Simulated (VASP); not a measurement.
Input of a VASP 6.6.1 run:

File INCAR:

```
PREC     = Accurate       # precision mode
ENCUT    = 520            # plane-wave cutoff, eV
EDIFF    = 1E-6           # SCF threshold, eV
ISMEAR   = 0              # smearing method
SIGMA    = 0.15           # smearing width, eV
LREAL    = F              # projectors in reciprocal space
LASPH    = T              # aspherical terms in the spheres
NELM     = 80             # most SCF steps
ALGO     = Normal         # electronic algorithm
ISIF     = 2              # what is computed and relaxed
LWAVE    = F              # write WAVECAR
LCHARG   = F              # write CHGCAR
GGA      = PE             # functional
NBANDS   = 12             # bands
```

File KPOINTS:

```
Automatic mesh
0
Gamma
  20 20 20
```

Contents of POSCAR:

```
Ta
1.0
   -1.6017416000      1.6017416000      1.6017416000
    1.6017416000     -1.6017416000      1.6017416000
    1.6017416000      1.6017416000     -1.6017416000
Ta
1
Direct
    0.0000000000      0.0000000000      0.0000000000
```

Potentials or basis: VASP PAW PBE potentials, release 64 (Ta_pv).

Command:

```sh
$ cat potpaw_PBE.64/Ta_pv/POTCAR > POTCAR
$ mpirun -np 1 vasp_std > vasp.out
```

**Question.** What does it give for the band gap on the k mesh?

**Answer.** Zero (an odd number of electrons rules out a gap without spin polarisation).

**Question.** Estimate the pressure.

**Answer.** 25.9 GPa.

Caveat: the cell differs from its parent crystal (strain -0.030 along x and y, -0.030 along z); the cell stands under pressure; spin-orbit coupling is left out, which moves the levels of the heavy elements.
